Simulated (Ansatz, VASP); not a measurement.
Ta3Cd: VASP beside Ansatz

The input INCAR:

```
PREC = Accurate
ENCUT = 600
EDIFF = 1E-6
ISMEAR = 0
SIGMA = 0.1
LREAL = F
LASPH = T
NELM = 100
ALGO = Fast
ISIF = 3
LWAVE = F
LCHARG = F
GGA = PE
IBRION = 2
NSW = 90
EDIFFG = -0.04
```

File KPOINTS:

```
Automatic mesh
0
Gamma
  3 3 4
```

File POSCAR:

```
Ta3Cd
1.0
    5.9968226717      0.0000000000      0.0000000000
   -2.9984113359      5.1934007757      0.0000000000
    0.0000000000      0.0000000000      4.8133754577
Ta Cd
6 2
Direct
    0.8330000000      0.6660000000      0.2500000000
    0.1670000000      0.8330000000      0.7500000000
    0.3340000000      0.1670000000      0.2500000000
    0.1670000000      0.3340000000      0.7500000000
    0.8330000000      0.1670000000      0.2500000000
    0.6660000000      0.8330000000      0.7500000000
    0.3333333333      0.6666666667      0.2500000000
    0.6666666667      0.3333333333      0.7500000000
```

Input for Ansatz:

```yaml
crystal:
  lattice:
    - [5.9968226717, 0.0, 0.0]
    - [-2.9984113359, 5.1934007757, 0.0]
    - [0.0, 0.0, 4.8133754577]
  atoms:
    - { symbol: Ta, position: [0.833, 0.666, 0.25] }
    - { symbol: Ta, position: [0.167, 0.833, 0.75] }
    - { symbol: Ta, position: [0.334, 0.167, 0.25] }
    - { symbol: Ta, position: [0.167, 0.334, 0.75] }
    - { symbol: Ta, position: [0.833, 0.167, 0.25] }
    - { symbol: Ta, position: [0.666, 0.833, 0.75] }
    - { symbol: Cd, position: [0.3333333333, 0.6666666667, 0.25] }
    - { symbol: Cd, position: [0.6666666667, 0.3333333333, 0.75] }
basis:
  ecutwfc: 420
kpoints:
  mp_grid: { grid: [3, 3, 4] }
hamiltonian:
  xc: pbe
scf:
  occupations: { method: gaussian, width: 0.1 }
  lower_state_search: "off"
output:
  forces: true
  stress: true
  eigenvalues: true
relax:
  adjacent_minimum: "off"
  f_tol: 0.04
  max_steps: 70
  cell: { stress_tol: 0.4 }
```

Alike in both runs: task relaxation of cell and atoms; functional PBE; k mesh 3 × 3 × 4; occupations gaussian, width 0.1 eV; no spin polarisation.

|  | VASP | Ansatz |
| --- | --- | --- |
| version | VASP 6.6.1 | Ansatz 0.2.0 |
| potentials or method | VASP PAW PBE potentials, release 64 (Ta_pv, Cd), cutoff 600 eV | scalar-relativistic, plane waves, PAW |
| valence electrons in the cell | 90 | 118 |

VASP gave:

| Property | Result |
| --- | --- |
| gap on the k mesh at the Fermi level, each at its own relaxed structure (eV) | none |
| relaxed volume (Å³/atom) | 18.80 |
| relaxed length of the cell vector where the two differ most in proportion (Å) | 4.887 |

Task: Estimate Ansatz's values.

Result: gap on the k mesh at the Fermi level, each at its own relaxed structure (eV): none; relaxed volume (Å³/atom): 18.76; relaxed length of the cell vector where the two differ most in proportion (Å): 4.879.

A gap of «none» marks a metal or a gap that the smearing closes. VASP's potentials hold 90 valence electrons a cell and Ansatz's 118, so a difference there can come from the potentials and not from the codes.

The k mesh is coarse, so the values compare programs but aren't converged. Neither program's run includes spin-orbit coupling.
